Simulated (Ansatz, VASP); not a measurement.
Mg in VASP and in Ansatz

File INCAR:

```
  ALGO = Normal
  EDIFF = 1E-7
  ENCUT = 520
  GGA = PE
  ISIF = 2
  ISMEAR = 0
  LASPH = T
  LCHARG = F
  LREAL = F
  LWAVE = F
  NBANDS = 12
  NELM = 100
  PREC = Accurate
  SIGMA = 0.1
```

KPOINTS

```
k-points
0
Gamma
  8 8 3
```

POSCAR

```
Mg
1.0
    3.1229750197      0.0000000000      0.0000000000
   -1.5614825946      2.7045703119      0.0000000000
    0.0000000000      0.0000000000     10.1439302739
Mg
4
Direct
    0.0000000000      0.0000000000      0.0000000000
    0.3333333333      0.6666666667      0.2500000000
    0.0000000000      0.0000000000      0.5000000000
    0.6666666667      0.3333333333      0.7500000000
```

Input for Ansatz:

```yaml
crystal:
  lattice:
    - [3.1229750197183574, 0.0, 0.0]
    - [-1.5614825946213164, 2.7045703119145004, 0.0]
    - [0.0, 0.0, 10.143930273880244]
  atoms:
    - { symbol: Mg, position: [0.0, 0.0, 0.0] }
    - { symbol: Mg, position: [0.3333333333333333, 0.6666666666666666, 0.25] }
    - { symbol: Mg, position: [0.0, 0.0, 0.5] }
    - { symbol: Mg, position: [0.6666666666666666, 0.3333333333333333, 0.75] }
basis:
  ecutwfc: 450.0
kpoints:
  mp_grid:
    grid: [8, 8, 3]
hamiltonian:
  xc: pbe
  pseudopotentials:
    kind: paw
scf:
  max_iter: 95
  occupations:
    method: gaussian
    width: 0.1
output:
  stress: true
```

Alike in both runs: task single point; functional PBE; k mesh 8 × 8 × 3; occupations gaussian, width 0.1 eV; no spin polarisation.

|  | VASP | Ansatz |
| --- | --- | --- |
| version | VASP 6.6.1 | Ansatz 0.2.0 |
| potentials or method | VASP PAW PBE potentials, release 64 (Mg), cutoff 520 eV | plane waves, PAW |
| valence electrons in the cell | 8 | 40 |

VASP gave:

```
pressure (GPa)                                                : 2.9
traceless stress, the component that is largest in VASP (GPa) : -0.29
```

Question: Which values does Ansatz return?

Answer: Pressure (GPa): 3.0; traceless stress, the component that is largest in VASP (GPa): -0.29.

VASP's potentials hold 8 valence electrons a cell and Ansatz's 40, so a difference there can come from the potentials and not from the codes. Ansatz's warnings: structure snapped to symmetry.
